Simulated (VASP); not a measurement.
**Ga: single point with PBE+D3(BJ)**

The system is Ga.

```xyz
2
Lattice="2.7872 0.0000 -0.0380 0.0000 3.2050 0.0000 -1.4022 0.0000 4.1048" Properties=species:S:1:pos:R:3 pbc="T T T"
Ga   -0.7348    2.4038    3.1469
Ga    2.1198    0.8013    0.9199
```

* Program: VASP 6.6.1
* Task: single point
* Functional: PBE
* Dispersion: D3(BJ)
* Potentials or basis: VASP PAW PBE potentials, release 64 (Ga_d)
* Cutoff: 520 eV
* k mesh: 10 × 8 × 7
* Occupations: fermi-dirac, width 0.05 eV
* Spin: no spin polarisation

```json
{
  "Pressure": "0.1 GPa",
  "Band gap on the k mesh": "zero (band 13 reaches 10.61 eV, above the bottom of band 14 at 1.70 eV)",
  "Dispersion energy per atom": "-0.316 eV"
}
```

Forces on the atoms (eV/Å):
```
Ga   0.003  0.000 -0.001
Ga  -0.003  0.000  0.001
```

Levels at points of the mesh, in eV from the Fermi level:
```csv
k point,band 10,band 11,band 12,band 13,band 14,band 15,band 16,band 17
"(0.00, 0.00, 0.00)",-14.63,-11.36,-2.39,-1.83,2.50,6.23,9.04,10.13
"(0.50, 0.00, 0.00)",-14.65,-6.23,-5.19,-1.81,-0.36,6.57,6.79,9.38
"(0.00, 0.50, 0.00)",-14.70,-7.61,-7.61,1.60,1.60,2.32,2.32,11.54
"(0.50, 0.50, 0.00)",-14.66,-2.72,-2.72,-1.49,-1.49,1.92,1.92,4.15
```

Wall time 27 s on 1 thread of Intel(R) Xeon(R) 6975P-C (Granite Rapids), on a shared host, peak memory 0.23 GiB.

Caveat: pairwise dispersion overbinds metals, which lowers pressure and volume.
